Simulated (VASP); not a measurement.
# AlN (a cell with a defect) in VASP: single point with PBEsol

Aim: the single point of AlN (a cell with a defect) with PBEsol.

Program: VASP 6.6.1. These are calculated values, not measurements. Logs are shortened: lines on timing, memory, paths and dates and some standing lists are left out, and cuts for length are marked.

### Step 1. The cell of the first run

The cell holds a defect, 62 atoms: a = 8.755 Å, b = 8.755 Å, c = 8.755 Å, α = 90.00°, β = 90.00°, γ = 90.00°.

### Step 2. Single point, PBEsol

File INCAR:

```
SYSTEM = AlN
ALGO = Normal
EDIFF = 1E-6
ENCUT = 520
GGA = PS
ISIF = 2
ISMEAR = -1
ISYM = 0
LASPH = .True.
LCHARG = .True.
LELF = .True.
LREAL = Auto
LVHAR = .True.
LWAVE = .False.
NBANDS = 161
NELM = 100
PREC = Accurate
SIGMA = 0.05
```

File KPOINTS:

```
Automatic mesh
0
Gamma
  1 1 1
  0.25 0.25 0.25
```

File POSCAR:

```
AlN
1.0
    8.7554440000      0.0000000000      0.0000000000
    0.0000000000      8.7554440000      0.0000000000
    0.0000000000      0.0000000000      8.7554440000
Al N
31 31
Direct
    0.9995790000      0.0002280000      0.0003290000
    0.0004030000      0.0004810000      0.5012900000
    0.0004820000      0.5012140000      0.0006230000
    0.9946810000      0.4955270000      0.4956140000
    0.4994620000      0.9997490000      0.9999040000
    0.5002290000      0.0004540000      0.4999060000
    0.5002180000      0.4997900000      0.0005620000
    0.2502330000      0.2498350000      0.9992630000
    0.2515640000      0.2504900000      0.5000890000
    0.2494500000      0.7500800000      0.0021780000
    0.2568980000      0.7530130000      0.4977820000
    0.7501360000      0.2498590000      0.0004870000
    0.7482450000      0.2492990000      0.5005900000
    0.7498830000      0.7506810000      0.9993790000
    0.7463890000      0.7489790000      0.5010590000
    0.2502020000      0.9990160000      0.2499340000
    0.2493840000      0.0020600000      0.7503080000
    0.2517200000      0.5000090000      0.2508120000
    0.2567550000      0.4976760000      0.7529970000
    0.7502150000      0.0003590000      0.2499760000
    0.7499360000      0.9993150000      0.7507910000
    0.7482720000      0.5004960000      0.2493030000
    0.7463770000      0.5010140000      0.7491630000
    0.9998020000      0.2498560000      0.2499310000
    0.0001310000      0.2501150000      0.7493350000
    0.0001130000      0.7491270000      0.2501180000
    0.9955340000      0.7534610000      0.7536260000
    0.4978580000      0.2480380000      0.2481660000
    0.5013040000      0.2505500000      0.7505240000
    0.5013920000      0.7503730000      0.2506760000
    0.4996830000      0.7503650000      0.7505410000
    0.1248540000      0.1248680000      0.1250530000
    0.1240670000      0.1250270000      0.6250710000
    0.1242330000      0.6248930000      0.1252040000
    0.6258480000      0.1228520000      0.1230230000
    0.6257680000      0.1239520000      0.6260040000
    0.6257970000      0.6259010000      0.1240610000
    0.6349070000      0.6396370000      0.6397660000
    0.3738860000      0.3746490000      0.1239090000
    0.3645340000      0.3634240000      0.6369570000
    0.3748660000      0.8761130000      0.1243920000
    0.3735680000      0.8764660000      0.6270780000
    0.8772470000      0.3749560000      0.1239450000
    0.8750120000      0.3760390000      0.6257280000
    0.8759910000      0.8746860000      0.1252680000
    0.8771350000      0.8751660000      0.6243370000
    0.3738410000      0.1237090000      0.3747490000
    0.3748450000      0.1242000000      0.8763850000
    0.3648350000      0.6368230000      0.3637920000
    0.3735240000      0.6268700000      0.8764910000
    0.8772470000      0.1238750000      0.3751020000
    0.8759700000      0.1252060000      0.8748230000
    0.8749740000      0.6255650000      0.3760250000
    0.8771630000      0.6242150000      0.8753310000
    0.1251060000      0.3759310000      0.3760490000
    0.1235220000      0.3767690000      0.8744830000
    0.1234540000      0.8742440000      0.3769430000
    0.1251830000      0.8743450000      0.8745120000
    0.6385300000      0.3573370000      0.3573270000
    0.6257190000      0.3747910000      0.8766820000
    0.6257980000      0.8765200000      0.3749320000
    0.6254020000      0.8769220000      0.8770240000
```

Potentials or basis: VASP PAW PBE potentials, release 64 (Al, N).

The run is started by

```sh
$ cat potpaw_PBE.64/Al/POTCAR potpaw_PBE.64/N/POTCAR > POTCAR
$ mpirun -np 1 vasp_std > vasp.out
```

OUTCAR:

```text
SYSTEM = AlN
   EDIFF = 1E-6
   ENCUT = 520
   GGA = PS
   ISIF = 2
   ISMEAR = -1
   ISYM = 0
   LASPH = .True.
   LREAL = Auto
   NELM = 100
   PREC = Accurate

 ion  position               nearest neighbor table
   1  1.000  0.000  0.000-  45 1.89  52 1.89  32 1.89  58 1.91  27 3.06  20 3.09  12 3.09  21 3.09
                            24 3.09  14 3.09  17 3.09  10 3.10  16 3.10   8 3.10  25 3.10  26 3.10
   2  0.000  0.000  0.501-  46 1.88  33 1.88  51 1.88  57 1.89  25 3.08  17 3.08  27 3.09  21 3.10
                            24 3.10  13 3.10  16 3.10   9 3.10  20 3.10  26 3.11  11 3.12  15 3.13
   3  0.000  0.501  0.001-  54 1.88  34 1.88  43 1.88  56 1.89  26 3.08  10 3.08  27 3.09  14 3.10
                            24 3.10  22 3.10   8 3.10  18 3.10  12 3.11  25 3.11  19 3.12  23 3.13
   4  0.995  0.496  0.496-  44 1.87  53 1.87  55 1.87  24 3.04  13 3.05  22 3.05  26 3.09  25 3.09
                            15 3.11  23 3.11  18 3.11   9 3.11  27 3.19  19 3.22  11 3.22
   5  0.499  1.000  1.000-  62 1.88  48 1.88  35 1.88  41 1.88  28 3.07  31 3.09  16 3.09   8 3.09
                            14 3.09  21 3.09  17 3.09  10 3.09  30 3.10  29 3.10  12 3.10  20 3.10
   6  0.500  0.000  0.500-  61 1.89  47 1.89  36 1.90  42 1.91  11 3.04  13 3.08  15 3.08   9 3.09
                            30 3.09  28 3.09  20 3.09  16 3.10  21 3.10  29 3.10  31 3.10  17 3.10
   7  0.500  0.500  0.001-  60 1.89  39 1.89  37 1.90  50 1.91  19 3.04  22 3.08  23 3.08  18 3.09
                            29 3.09  28 3.09  12 3.09   8 3.10  14 3.10  31 3.10  30 3.10  10 3.10
   8  0.250  0.250  0.999-  39 1.89  48 1.89  32 1.90  56 1.91  19 3.06  28 3.07  17 3.08   5 3.09
                            29 3.09   7 3.10  25 3.10   1 3.10  24 3.10   3 3.10  16 3.10  18 3.11
   9  0.252  0.250  0.500-  40 1.84  47 1.89  55 1.90  33 1.91  28 3.08  17 3.09   6 3.09  18 3.09
                            29 3.10  19 3.10  25 3.10   2 3.10  16 3.11  24 3.11   4 3.11
  10  0.249  0.750  0.002-  50 1.89  34 1.89  41 1.89  58 1.90  16 3.08  26 3.08   3 3.08  18 3.09
                             5 3.09   1 3.10  30 3.10   7 3.10  19 3.11  31 3.11  27 3.11  17 3.12
  11  0.257  0.753  0.498-  49 1.82  42 1.87  57 1.90   6 3.04  30 3.04  16 3.06  31 3.07  18 3.10
                            17 3.11   2 3.12  26 3.12  19 3.16  27 3.20   4 3.22
  12  0.750  0.250  0.000-  60 1.89  35 1.89  43 1.90  52 1.90  29 3.09  20 3.09   1 3.09  24 3.09
                            22 3.09   7 3.09  28 3.10  21 3.10   5 3.10  25 3.10   3 3.11  23 3.11
  13  0.748  0.249  0.501-  59 1.84  36 1.89  44 1.91  51 1.92   4 3.05   6 3.08  29 3.08  20 3.09
                            21 3.10  23 3.10  25 3.10   2 3.10  24 3.11  22 3.11  28 3.11
  14  0.750  0.751  0.999-  62 1.89  37 1.89  45 1.90  54 1.91  27 3.04  21 3.08  31 3.09   1 3.09
                             5 3.09  30 3.09  23 3.09   3 3.10  22 3.10  20 3.10   7 3.10  26 3.10
  15  0.746  0.749  0.501-  38 1.83  61 1.89  53 1.91  46 1.92  30 3.07  23 3.07  31 3.07   6 3.08
                            21 3.10  22 3.10  27 3.11   4 3.11  20 3.11  26 3.12   2 3.13
  16  0.250  0.999  0.250-  41 1.89  47 1.89  32 1.90  57 1.91  11 3.06  28 3.08  10 3.08   5 3.09
                            30 3.09  26 3.10   6 3.10   1 3.10   2 3.10  24 3.10   8 3.10   9 3.11
  17  0.249  0.002  0.750-  42 1.89  33 1.89  48 1.89  58 1.90   8 3.08  25 3.08   2 3.08   9 3.09
                             5 3.09   1 3.09  29 3.10   6 3.10  11 3.11  31 3.11  27 3.11  10 3.12
  18  0.252  0.500  0.251-  49 1.84  39 1.89  55 1.90  34 1.91  28 3.08  10 3.09   7 3.09   9 3.09
                            30 3.10  11 3.10  26 3.10   3 3.10   8 3.11   4 3.11  24 3.11
  19  0.257  0.498  0.753-  40 1.82  50 1.87  56 1.90   7 3.04  29 3.04   8 3.06  31 3.07   9 3.10
                            10 3.11   3 3.12  25 3.12  11 3.16  27 3.20   4 3.22
  20  0.750  0.000  0.250-  61 1.89  35 1.89  51 1.90  45 1.90  30 3.09  12 3.09   1 3.09  24 3.09
                            13 3.09   6 3.09  28 3.10  14 3.10   5 3.10  26 3.10   2 3.10  15 3.11
  21  0.750  0.999  0.751-  62 1.89  36 1.89  52 1.90  46 1.91  27 3.04  14 3.08   1 3.09  31 3.09
                             5 3.09  29 3.09   2 3.10  15 3.10  13 3.10  12 3.10   6 3.10  25 3.10
  22  0.748  0.500  0.249-  59 1.84  37 1.89  53 1.91  43 1.92   4 3.05  30 3.08   7 3.08  12 3.09
                            14 3.10  15 3.10  26 3.10   3 3.10  24 3.11  13 3.11  28 3.11
  23  0.746  0.501  0.749-  38 1.83  60 1.89  44 1.91  54 1.92  29 3.07  31 3.07  15 3.07   7 3.08
                            14 3.09  13 3.10  27 3.11   4 3.11  12 3.11  25 3.12   3 3.13
  24  1.000  0.250  0.250-  43 1.89  51 1.89  32 1.90  55 1.91   4 3.04  20 3.09  12 3.09   1 3.09
                             3 3.10   2 3.10   8 3.10  16 3.10   9 3.11  18 3.11  22 3.11  13 3.11
  25  0.000  0.250  0.749-  33 1.89  52 1.89  44 1.89  56 1.90  17 3.08   2 3.08   4 3.09   8 3.10
                            13 3.10   9 3.10   1 3.10  21 3.10  12 3.10   3 3.11  19 3.12  23 3.12
  26  0.000  0.749  0.250-  34 1.89  45 1.89  53 1.89  57 1.90  10 3.08   3 3.08   4 3.09  16 3.10
                            22 3.10  18 3.10   1 3.10  14 3.10  20 3.10   2 3.11  11 3.12  15 3.12
  27  0.996  0.753  0.754-  54 1.87  46 1.87  58 1.88  14 3.04  21 3.04   1 3.06   3 3.09   2 3.09
                            23 3.11  15 3.11  17 3.11  10 3.11   4 3.19  19 3.20  11 3.20
  28  0.498  0.248  0.248-  59 1.83  39 1.89  47 1.90  35 1.91   8 3.07   5 3.07  16 3.08  18 3.08
[... 24 lines left out ...]
  49  0.365  0.637  0.364-  11 1.82  18 1.84  30 1.84
  50  0.374  0.627  0.876-  19 1.87  10 1.89  31 1.90   7 1.91
  51  0.877  0.124  0.375-   2 1.88  24 1.89  20 1.90  13 1.92
  52  0.876  0.125  0.875-   1 1.89  25 1.89  21 1.90  12 1.90
[... 199 lines left out ...]
   ISTART =      0    job   : 0-new  1-cont  2-samecut
   ICHARG =      2    charge: 1-file 2-atom 10-const
   ISPIN  =      1    spin polarized calculation?
   LNONCOLLINEAR =      F non collinear calculations
   LSORBIT =      F    spin-orbit coupling
   LASPH  =      T    aspherical Exc in radial PAW
   ENCUT  =  520.0 eV  38.22 Ry    6.18 a.u.  16.28 16.28 16.28*2*pi/ulx,y,z
   NELM   =    100;   NELMIN=  2; NELMDL= -5     # of ELM steps
   EDIFF  = 0.1E-05   stopping-criterion for ELM
   LREAL  =      T    real-space projection
   EDIFFG = 0.1E-04   stopping-criterion for IOM
   NSW    =      0    number of steps for IOM
   IBRION =     -1    ionic relax: 0-MD 1-quasi-New 2-CG
   NFREE  =      0    steps in history (QN), initial steepest desc. (CG)
   ISIF   =      2    stress and relaxation
   ISYM   =      0    0-nonsym 1-usesym 2-fastsym
   POTIM  = 0.5000    time-step for ionic-motion
   TEBEG  =    0.0;   TEEND  =   0.0 temperature during run
   PSTRESS=    0.0 pullay stress
   NELECT =     248.0000    total number of electrons
   NUPDOWN=      -1.0000    fix difference up-down
   EMIN   =  10.00;   EMAX   =-10.00  energy-range for DOS
   EFERMI =   0.00;   METHOD = LEGACY
   ISMEAR =    -1;   SIGMA  =   0.05  broadening in eV -4-tet -1-fermi 0-gaus
   EFERMI_NEDOS =   21; number of points for ismear=-14 and -15
   IALGO  =     38    algorithm
   IMIX   =      4    mixing-type and parameters
     AMIX     =   0.40;   BMIX     =  1.00
     AMIX_MAG =   1.60;   BMIX_MAG =  1.00
  volume/ion in A,a.u.               =      10.83        73.05
  Fermi-wavevector in a.u.,A,eV,Ry     =   1.174755  2.219965 18.776703  1.380049
  Thomas-Fermi vector in A             =   2.311147
   LORBIT       =      0    0 simple, 1 ext, 2 COOP (PROOUT), +10 PAW based schemes
   GGA     = PS    functional components
   LHFCALC =     F    Hartree Fock is set to
   AEXX    =    0.0000 exact exchange contribution
   IVDW    =     0    specifies the selected vdW correction
   LEPSILON=     F    determine dielectric tensor
   LRPA    =     F    only Hartree local field effects (RPA)
 non-spin polarized calculation
  energy-cutoff  :      520.00
  volume of cell :      671.17
 maximum number of plane-waves:     18052
 NGX is ok and might be reduce to    70
   NGX = 33   NGY = 33   NGZ = 33

 number of electron     247.9999966 magnetization

 Free energy of the ion-electron system (eV)
  ---------------------------------------------------
  ext. energy  EPLUGINS =         0.00000000
  ---------------------------------------------------
  free energy    TOTEN  =      -473.87663518 eV

  energy without entropy =     -473.73054761  energy(sigma->0) =     -473.80359139

 E-fermi :   6.2620     XC(G=0): -10.9357

 val. band max:        6.2571808999   @ k =  -0.2500   0.2500   0.2500
 cond. band min:       6.2713786715   @ k =  -0.2500  -0.2500   0.2500
 fundamental gap:      0.0141977716
 Fermi energy:         6.2620442544

 k-point     1 :       0.2500    0.2500    0.2500
  band No.  band energies     occupation
      1      -9.2458      2.00000
      2      -8.7365      2.00000
      3      -8.6846      2.00000
      4      -8.6088      2.00000
      5      -8.2454      2.00000
      6      -8.2143      2.00000
[... 545 lines left out ...]
    135      11.2314      0.00000
    136      11.2386      0.00000
 [bands above 136 left out]

------------------------ aborting loop because EDIFF is reached ----------------------------------------

  FORCE on cell =-STRESS in cart. coord.  units (eV):
  Direction    XX          YY          ZZ          XY          YZ          ZX
  --------------------------------------------------------------------------------------
  -------------------------------------------------------------------------------------
  Total        3.1782961      3.5289706      3.5279928     -0.1658045      0.2778982     -0.1808787
  in kB        7.5870057      8.4241114      8.4217771     -0.3957970      0.6633792     -0.4317810
  external PRESSURE =       8.1442981 kB  Pullay stress =       0.0000000 kB

 VOLUME and BASIS-vectors are now :
 -----------------------------------------------------------------------------
  energy-cutoff  :      520.00
  volume of cell :      671.17
      direct lattice vectors                 reciprocal lattice vectors
     8.755444000  0.000000000  0.000000000     0.114214653  0.000000000  0.000000000
     0.000000000  8.755444000  0.000000000     0.000000000  0.114214653  0.000000000
     0.000000000  0.000000000  8.755444000     0.000000000  0.000000000  0.114214653

 POSITION                                       TOTAL-FORCE (eV/Angst)
 -----------------------------------------------------------------------------------
      8.75176      0.00200      0.00288        -0.004569      0.045275      0.046066
      0.00353      0.00421      4.38902         0.030842      0.024996     -0.177288
      0.00422      4.38835      0.00545         0.029640     -0.185485      0.029277
      8.70887      4.33856      4.33932         0.035000      0.017733      0.016517
      4.37301      8.75325      8.75460         0.031396      0.055093      0.059758
      4.37973      0.00397      4.37690         0.020687      0.060121     -0.022350
[... 54 lines left out ...]
      5.47914      7.67432      3.28270        -0.026377     -0.056235      0.020887
      5.47567      7.67784      7.67873        -0.002689     -0.088003     -0.087909
 -----------------------------------------------------------------------------------
    total drift:                               -0.004580     -0.014966     -0.013336

  FREE ENERGIE OF THE ION-ELECTRON SYSTEM (eV)
  ---------------------------------------------------
  free  energy   TOTEN  =      -473.8766351751 eV

  energy  without entropy=     -473.7305476086  energy(sigma->0) =     -473.80359139
```

It took 30 min on 1 thread of Intel Xeon 6975P-C, shared host; peak memory 0.82 GiB.

What came out:

* Free energy: -473.8766 eV
* Pressure: 0.8 GPa
* Largest force: 0.332 eV/Å
* Band gap on the k mesh: zero (filled and empty bands touch)

Forces on the atoms (eV/Å):
```
Al  -0.005  0.045  0.046
Al   0.031  0.025 -0.177
Al   0.030 -0.185  0.029
Al   0.035  0.018  0.017
Al   0.031  0.055  0.060
Al   0.021  0.060 -0.022
Al   0.016 -0.023  0.066
Al  -0.072  0.067  0.014
Al   0.065  0.106 -0.002
Al   0.018  0.031  0.021
Al  -0.117 -0.008 -0.090
Al   0.081  0.035  0.066
Al   0.049  0.054 -0.128
Al   0.038 -0.007  0.092
Al   0.129  0.041 -0.175
Al  -0.071  0.014  0.071
Al   0.020  0.023  0.024
Al   0.068 -0.003  0.102
Al  -0.116 -0.094 -0.004
Al   0.075  0.065  0.038
Al   0.029  0.087 -0.009
Al   0.050 -0.131  0.055
Al   0.130 -0.186  0.041
Al  -0.048  0.019  0.024
Al   0.036  0.079  0.067
Al   0.042  0.072  0.089
Al   0.094 -0.036 -0.044
Al  -0.025  0.045  0.050
Al   0.013  0.034 -0.065
Al   0.014 -0.064  0.041
Al  -0.216  0.134  0.122
N    0.056 -0.032 -0.037
N   -0.037 -0.072  0.040
N   -0.046  0.038 -0.070
N   -0.058 -0.022 -0.025
N   -0.023 -0.047  0.060
N   -0.028  0.059 -0.059
N    0.240 -0.143 -0.146
N   -0.027 -0.018 -0.032
N   -0.130 -0.034 -0.035
N   -0.033 -0.026 -0.064
N    0.041 -0.042  0.028
N   -0.038  0.062 -0.046
N   -0.057 -0.023  0.058
N   -0.043 -0.034 -0.053
N   -0.080 -0.043  0.098
N   -0.024 -0.031 -0.021
N   -0.035 -0.054 -0.034
N   -0.145 -0.042 -0.042
N    0.045  0.029 -0.038
N   -0.040 -0.043  0.056
N   -0.042 -0.054 -0.033
N   -0.049  0.059 -0.014
N   -0.083  0.096 -0.040
N    0.019 -0.043 -0.043
N    0.015  0.010  0.010
N    0.020  0.015  0.001
N    0.008 -0.012 -0.010
N    0.180  0.189  0.204
N   -0.022  0.026 -0.067
N   -0.026 -0.056  0.021
N   -0.003 -0.088 -0.088
```

Stress tensor (GPa, compression positive):
```
 0.76 -0.04 -0.04
-0.04  0.84  0.07
-0.04  0.07  0.84
```

Caveat: the k points lie up to 0.72 Å⁻¹ apart; the PAW data sets were made with another functional, which shifts forces and pressure a little.
